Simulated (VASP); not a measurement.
# Rb (P6_3/mmc) in VASP: single point with PBEsol

Aim: the single point of Rb with PBEsol.

All numbers are computed with VASP 6.6.1; they aren't measurements. Logs are shortened: lines on timing, memory, paths and dates and some standing lists are left out, and cuts for length are marked.

**1. The cell of the first run**

It takes space group P6_3/mmc (No. 194, hexagonal). Conventional cell: a = 4.989 Å, b = 4.989 Å, c = 8.082 Å, α = 90.00°, β = 90.00°, γ = 120.00°.

This isn't the form of Rb at room conditions, which is bcc.

**2. Single point, PBEsol (87.10 Å³/atom)**

INCAR reads:

```
SYSTEM = Rb
ALGO = Normal
EDIFF = 1E-6
ENCUT = 520
GGA = PS
ISIF = 2
ISMEAR = -1
LASPH = .TRUE.
LCHARG = .TRUE.
LELF = .TRUE.
LREAL = .FALSE.
LVHAR = .TRUE.
LWAVE = .FALSE.
NBANDS = 16
NELM = 60
PREC = Accurate
SIGMA = 0.05
```

KPOINTS reads:

```
k-points
0
G
  10 10 6
  0 0 0
```

POSCAR reads:

```
Rb
1.0
    4.9889308329      0.0000000000      0.0000000000
   -2.4944654164      4.3205408390      0.0000000000
    0.0000000000      0.0000000000      8.0820679492
Rb
2
Direct
    0.3333333333      0.6666666667      0.2500000000
    0.6666666667      0.3333333333      0.7500000000
```

Potentials or basis: VASP PAW PBE potentials, release 64 (Rb_sv).

Command:

```bash
$ cat potpaw_PBE.64/Rb_sv/POTCAR > POTCAR
$ mpirun -np 1 vasp_std > vasp.out
```

OUTCAR:

```text
SYSTEM = Rb
   EDIFF = 1E-6
   ENCUT = 520
   GGA = PS
   ISIF = 2
   ISMEAR = -1
   LASPH = .TRUE.
   LREAL = .FALSE.
   NELM = 60
   PREC = Accurate

 ion  position               nearest neighbor table
   1  0.333  0.667  0.250-   2 4.96   2 4.96   2 4.96   2 4.96   2 4.96   2 4.96
   2  0.667  0.333  0.750-   1 4.96   1 4.96   1 4.96   1 4.96   1 4.96   1 4.96

  LATTYP: Found a hexagonal cell.
 ALAT       =     4.9889308329
 C/A-ratio  =     1.6200000000

  Lattice vectors:

 A1 = (   4.9889308329,   0.0000000000,   0.0000000000)
 A2 = (  -2.4944654164,   4.3205408390,   0.0000000000)
 A3 = (   0.0000000000,   0.0000000000,   8.0820679492)

Analysis of symmetry for initial positions (statically):
=====================================================================
 Subroutine PRICEL returns:
 Original cell was already a primitive cell.

 Routine SETGRP: Setting up the symmetry group for a
 hexagonal supercell.

 Subroutine GETGRP returns: Found 24 space group operations
 (whereof 12 operations were pure point group operations)
 out of a pool of 24 trial point group operations.

The static configuration has the point symmetry D_3d.
 The point group associated with its full space group is D_6h.

Analysis of symmetry for dynamics (positions and initial velocities):
=====================================================================
 Subroutine PRICEL returns:
 Original cell was already a primitive cell.

 Routine SETGRP: Setting up the symmetry group for a
 hexagonal supercell.

 Subroutine GETGRP returns: Found 24 space group operations
 (whereof 12 operations were pure point group operations)
 out of a pool of 24 trial point group operations.

The dynamic configuration has the point symmetry D_3d.
 The point group associated with its full space group is D_6h.

 Subroutine INISYM returns: Found 24 space group operations
 (whereof 12 operations are pure point group operations),
 and found     1 'primitive' translations

----------------------------------------------------------------------------------------

                                     Primitive cell

  volume of cell :     174.2080

  direct lattice vectors                    reciprocal lattice vectors
     4.988930833  0.000000000  0.000000000     0.200443749  0.115726252  0.000000000
    -2.494465416  4.320540839  0.000000000     0.000000000  0.231452505  0.000000000
     0.000000000  0.000000000  8.082067949     0.000000000  0.000000000  0.123730709

  length of vectors
     4.988930833  4.988930833  8.082067949     0.231452505  0.231452505  0.123730709

  position of ions in fractional coordinates (direct lattice)
     0.333333333  0.666666667  0.250000000
     0.666666667  0.333333333  0.750000000

  ion indices of the primitive-cell ions
   primitive index   ion index
                 1           1
                 2           2

----------------------------------------------------------------------------------------

 KPOINTS: k-points

Automatic generation of k-mesh.
 Grid dimensions read from file:
 generate k-points for:   10   10    6

 Generating k-lattice:

  Cartesian coordinates                     Fractional coordinates (reciprocal lattice)
     0.020044375  0.011572625  0.000000000     0.100000000  0.000000000  0.000000000
     0.000000000  0.023145250  0.000000000     0.000000000  0.100000000  0.000000000
     0.000000000  0.000000000  0.020621785     0.000000000  0.000000000  0.166666667

  Length of vectors
     0.023145250  0.023145250  0.020621785

  Shift w.r.t. Gamma in fractional coordinates (k-lattice)
     0.000000000  0.000000000  0.000000000

 Subroutine IBZKPT returns following result:
 ===========================================

 Found     56 irreducible k-points:

 Following reciprocal coordinates:
            Coordinates               Weight
  0.000000  0.000000  0.000000      1.000000
  0.100000  0.000000  0.000000      6.000000
  0.200000  0.000000  0.000000      6.000000
  0.300000  0.000000  0.000000      6.000000
  0.400000 -0.000000  0.000000      6.000000
  0.500000  0.000000  0.000000      3.000000
[... 16 lines left out ...]
  0.300000  0.100000  0.166667     24.000000
  0.400000  0.100000  0.166667     24.000000
 [... further k-points ...]
   k-points           NKPTS =     56   k-points in BZ     NKDIM =     56   number of bands    NBANDS=     16
   number of dos      NEDOS =    301   number of ions     NIONS =      2
   total plane-waves  NPLWV =  96000
   dimension x,y,z NGX =    40 NGY =   40 NGZ =   60
   dimension x,y,z NGXF=    80 NGYF=   80 NGZF=  120
   ions per type =               2
   NGX,Y,Z   is equivalent  to a cutoff of  13.33, 13.33, 12.34 a.u.
   NGXF,Y,Z  is equivalent  to a cutoff of  26.66, 26.66, 24.68 a.u.
 SYSTEM =  Rb
   PREC   = accura    normal or accurate (medium, high low for compatibility)
   ISTART =      0    job   : 0-new  1-cont  2-samecut
   ICHARG =      2    charge: 1-file 2-atom 10-const
   ISPIN  =      1    spin polarized calculation?
   LNONCOLLINEAR =      F non collinear calculations
   LSORBIT =      F    spin-orbit coupling
   LASPH  =      T    aspherical Exc in radial PAW
   ENCUT  =  520.0 eV  38.22 Ry    6.18 a.u.   9.28  9.28 15.03*2*pi/ulx,y,z
   NELM   =     60;   NELMIN=  2; NELMDL= -5     # of ELM steps
   EDIFF  = 0.1E-05   stopping-criterion for ELM
   LREAL  =      F    real-space projection
   EDIFFG = 0.1E-04   stopping-criterion for IOM
   NSW    =      0    number of steps for IOM
   IBRION =     -1    ionic relax: 0-MD 1-quasi-New 2-CG
   NFREE  =      0    steps in history (QN), initial steepest desc. (CG)
   ISIF   =      2    stress and relaxation
   ISYM   =      2    0-nonsym 1-usesym 2-fastsym
   POTIM  = 0.5000    time-step for ionic-motion
   TEBEG  =    0.0;   TEEND  =   0.0 temperature during run
   PSTRESS=    0.0 pullay stress
   NELECT =      18.0000    total number of electrons
   NUPDOWN=      -1.0000    fix difference up-down
   EMIN   =  10.00;   EMAX   =-10.00  energy-range for DOS
   EFERMI =   0.00;   METHOD = LEGACY
   ISMEAR =    -1;   SIGMA  =   0.05  broadening in eV -4-tet -1-fermi 0-gaus
   EFERMI_NEDOS =   21; number of points for ismear=-14 and -15
   IALGO  =     38    algorithm
   IMIX   =      4    mixing-type and parameters
     AMIX     =   0.40;   BMIX     =  1.00
     AMIX_MAG =   1.60;   BMIX_MAG =  1.00
  volume/ion in A,a.u.               =      87.10       587.81
  Fermi-wavevector in a.u.,A,eV,Ry     =   0.768204  1.451694  8.029297  0.590137
  Thomas-Fermi vector in A             =   1.868926
   LORBIT       =      0    0 simple, 1 ext, 2 COOP (PROOUT), +10 PAW based schemes
   GGA     = PS    functional components
   LHFCALC =     F    Hartree Fock is set to
   AEXX    =    0.0000 exact exchange contribution
   IVDW    =     0    specifies the selected vdW correction
   LEPSILON=     F    determine dielectric tensor
   LRPA    =     F    only Hartree local field effects (RPA)
 non-spin polarized calculation
  energy-cutoff  :      520.00
  volume of cell :      174.21
 maximum number of plane-waves:      4710
 NGX is ok and might be reduce to    40
   NGX = 19   NGY = 19   NGZ = 31

 number of electron      18.0000000 magnetization

 Free energy of the ion-electron system (eV)
  ---------------------------------------------------
  ext. energy  EPLUGINS =         0.00000000
  ---------------------------------------------------
  free energy    TOTEN  =        -2.05950581 eV

  energy without entropy =       -2.04534144  energy(sigma->0) =       -2.05242363

 E-fermi :   0.0267     XC(G=0):  -5.6299

 val. band max:       -0.0040465316   @ k =   0.3000   0.2000   0.3333
 cond. band min:       0.0359444781   @ k =   0.4000  -0.0000   0.5000
 fundamental gap:      0.0399910097
 Fermi energy:         0.0267352820

 k-point     1 :       0.0000    0.0000    0.0000
  band No.  band energies     occupation
      1     -28.7832      2.00000
      2     -28.7783      2.00000
      3     -12.9392      2.00000
      4     -12.8432      2.00000
      5     -12.8432      2.00000
      6     -12.8273      2.00000
[... 8 lines left out ...]
     15       3.9647      0.00000
     16       3.9647      0.00000

 k-point     2 :       0.1000    0.0000    0.0000
  band No.  band energies     occupation
      1     -28.7828      2.00000
      2     -28.7781      2.00000
      3     -12.9356      2.00000
      4     -12.8510      2.00000
      5     -12.8457      2.00000
      6     -12.8355      2.00000
[... 8 lines left out ...]
     15       3.8948      0.00000
     16       4.0741      0.00000

 k-point     3 :       0.2000    0.0000    0.0000
  band No.  band energies     occupation
      1     -28.7818      2.00000
      2     -28.7777      2.00000
      3     -12.9257      2.00000
      4     -12.8716      2.00000
      5     -12.8564      2.00000
      6     -12.8521      2.00000
[... 8 lines left out ...]
     15       3.8201      0.00000
     16       3.9568      0.00000

 k-point     4 :       0.3000    0.0000    0.0000
  band No.  band energies     occupation
      1     -28.7804      2.00000
      2     -28.7772      2.00000
      3     -12.9115      2.00000
      4     -12.8974      2.00000
      5     -12.8814      2.00000
      6     -12.8597      2.00000
[... 8 lines left out ...]
     15       3.6832      0.00000
     16       4.1326      0.00000

 k-point     5 :       0.4000   -0.0000    0.0000
  band No.  band energies     occupation
      1     -28.7791      2.00000
      2     -28.7770      2.00000
      3     -12.9184      2.00000
      4     -12.9010      2.00000
      5     -12.8970      2.00000
      6     -12.8657      2.00000
[... 8 lines left out ...]
     15       3.5065      0.00000
     16       4.4660      0.00000

 k-point     6 :       0.5000    0.0000    0.0000
  band No.  band energies     occupation
      1     -28.7786      2.00000
      2     -28.7769      2.00000
      3     -12.9264      2.00000
      4     -12.9084      2.00000
      5     -12.8896      2.00000
      6     -12.8680      2.00000
[... 8 lines left out ...]
     15       3.4459      0.00000
     16       4.6323      0.00000

 k-point     7 :       0.1000    0.1000    0.0000
  band No.  band energies     occupation
      1     -28.7821      2.00000
      2     -28.7778      2.00000
      3     -12.9289      2.00000
      4     -12.8634      2.00000
      5     -12.8558      2.00000
      6     -12.8448      2.00000
[... 8 lines left out ...]
     15       3.8417      0.00000
     16       3.9514      0.00000

 k-point     8 :       0.2000    0.1000    0.0000
  band No.  band energies     occupation
      1     -28.7809      2.00000
      2     -28.7774      2.00000
      3     -12.9167      2.00000
      4     -12.8847      2.00000
      5     -12.8754      2.00000
      6     -12.8554      2.00000
[... 8 lines left out ...]
     15       3.5962      0.00000
     16       4.0542      0.00000

 k-point     9 :       0.3000    0.1000    0.0000
  band No.  band energies     occupation
      1     -28.7795      2.00000
      2     -28.7770      2.00000
      3     -12.9077      2.00000
      4     -12.9020      2.00000
      5     -12.8935      2.00000
      6     -12.8655      2.00000
[... 8 lines left out ...]
     15       3.3628      0.00000
     16       4.1138      0.00000
[... 172 lines left out ...]
 k-point    19 :       0.4000   -0.0000    0.1667
  band No.  band energies     occupation
      1     -28.7790      2.00000
      2     -28.7771      2.00000
      3     -12.9241      2.00000
      4     -12.9067      2.00000
      5     -12.8862      2.00000
      6     -12.8640      2.00000
[... 8 lines left out ...]
     15       3.5524      0.00000
     16       4.3709      0.00000

 k-point    20 :       0.5000    0.0000    0.1667
  band No.  band energies     occupation
      1     -28.7785      2.00000
      2     -28.7771      2.00000
      3     -12.9306      2.00000
      4     -12.9137      2.00000
      5     -12.8816      2.00000
      6     -12.8663      2.00000
[... 8 lines left out ...]
     15       3.4983      0.00000
     16       4.4929      0.00000

 k-point    21 :       0.1000    0.1000    0.1667
  band No.  band energies     occupation
      1     -28.7818      2.00000
      2     -28.7781      2.00000
      3     -12.9235      2.00000
      4     -12.8614      2.00000
      5     -12.8574      2.00000
      6     -12.8472      2.00000
[... 8 lines left out ...]
     15       3.6849      0.00000
     16       4.0050      0.00000

 k-point    22 :       0.2000    0.1000    0.1667
  band No.  band energies     occupation
      1     -28.7806      2.00000
      2     -28.7776      2.00000
      3     -12.9156      2.00000
      4     -12.8817      2.00000
      5     -12.8765      2.00000
      6     -12.8560      2.00000
[... 8 lines left out ...]
     15       3.5174      0.00000
     16       4.0886      0.00000

 k-point    23 :       0.3000    0.1000    0.1667
  band No.  band energies     occupation
      1     -28.7794      2.00000
      2     -28.7772      2.00000
      3     -12.9162      2.00000
      4     -12.9001      2.00000
      5     -12.8866      2.00000
      6     -12.8648      2.00000
[... 8 lines left out ...]
     15       3.3114      0.00000
     16       4.1376      0.00000

 k-point    24 :       0.4000    0.1000    0.1667
  band No.  band energies     occupation
      1     -28.7785      2.00000
      2     -28.7771      2.00000
      3     -12.9263      2.00000
      4     -12.9101      2.00000
      5     -12.8828      2.00000
      6     -12.8688      2.00000
[... 8 lines left out ...]
     15       3.2299      0.00000
     16       4.0711      0.00000

 [... further k-points ...]

------------------------ aborting loop because EDIFF is reached ----------------------------------------

  FORCE on cell =-STRESS in cart. coord.  units (eV):
  Direction    XX          YY          ZZ          XY          YZ          ZX
  --------------------------------------------------------------------------------------
  -------------------------------------------------------------------------------------
  Total       -0.0110712     -0.0110712     -0.0241726     -0.0000000      0.0000000      0.0000000
  in kB       -0.1018208     -0.1018208     -0.2223138     -0.0000000      0.0000000      0.0000000
  external PRESSURE =      -0.1419851 kB  Pullay stress =       0.0000000 kB

 VOLUME and BASIS-vectors are now :
 -----------------------------------------------------------------------------
  energy-cutoff  :      520.00
  volume of cell :      174.21
      direct lattice vectors                 reciprocal lattice vectors
     4.988930833  0.000000000  0.000000000     0.200443749  0.115726252  0.000000000
    -2.494465416  4.320540839  0.000000000     0.000000000  0.231452505  0.000000000
     0.000000000  0.000000000  8.082067949     0.000000000  0.000000000  0.123730709

 POSITION                                       TOTAL-FORCE (eV/Angst)
 -----------------------------------------------------------------------------------
     -0.00000      2.88036      2.02052        -0.000000      0.000000      0.000000
      2.49447      1.44018      6.06155         0.000000     -0.000000      0.000000
 -----------------------------------------------------------------------------------
    total drift:                               -0.000000      0.000000     -0.000000

  FREE ENERGIE OF THE ION-ELECTRON SYSTEM (eV)
  ---------------------------------------------------
  free  energy   TOTEN  =        -2.0595058125 eV

  energy  without entropy=       -2.0453414382  energy(sigma->0) =       -2.05242363
```

Wall time 1.9 min (1 thread of Intel Xeon Platinum 8259CL at 2.50GHz (Skylake/Cascade Lake), shared host); peak memory 0.35 GiB.

What came out:

| Property | Result |
| --- | --- |
| Free energy | -2.0595 eV |
| Pressure | 0.0 GPa |
| Band gap on the k mesh | zero (bands 9 and 10 overlap by 2.12 eV) |

Caveat: the PAW data sets were made with another functional, which shifts forces and pressure a little.
